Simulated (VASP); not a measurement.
A run of VASP 6.6.1 is set up as follows.

File INCAR:

```
PREC = Accurate
ENCUT = 520
EDIFF = 1E-8
ISMEAR = -1
SIGMA = 0.03
LREAL = F
LASPH = T
NELM = 60
ALGO = Normal
ISIF = 2
LWAVE = F
LCHARG = F
GGA = PE
LEFG = T
NBANDS = 16
```

KPOINTS

```
regular mesh
0
Gamma
  11 11 6
```

The input POSCAR:

```
Rb
1.0
    5.0678057507      0.0000000000      0.0000000000
   -2.5339028754      4.3888485215      0.0000000000
    0.0000000000      0.0000000000      8.3920072544
Rb
2
Direct
    0.3333333333      0.6666666667      0.2500000000
    0.6666666667      0.3333333333      0.7500000000
```

Potentials or basis: VASP PAW PBE potentials, release 64 (Rb_sv).

Command:

```console
$ cat potpaw_PBE.64/Rb_sv/POTCAR > POTCAR
$ mpirun -np 1 vasp_std > vasp.out
```

Problem. Estimate the pressure.

Solution. -0.1 GPa.

Problem. Predict the band gap on the k mesh.

Solution. Zero (bands 9 and 10 overlap by 2.22 eV).

Electric field gradients, principal values (V/Å²):
| atom | least | middle | greatest (by size) |
| --- | --- | --- | --- |
| 1 Rb | 0.687 | 0.687 | -1.374 |
| 2 Rb | 0.687 | 0.687 | -1.374 |

Caveat: without QUAD_EFG the Cq values of the log hold for a quadrupole moment of 1 mb, not for the nuclei.
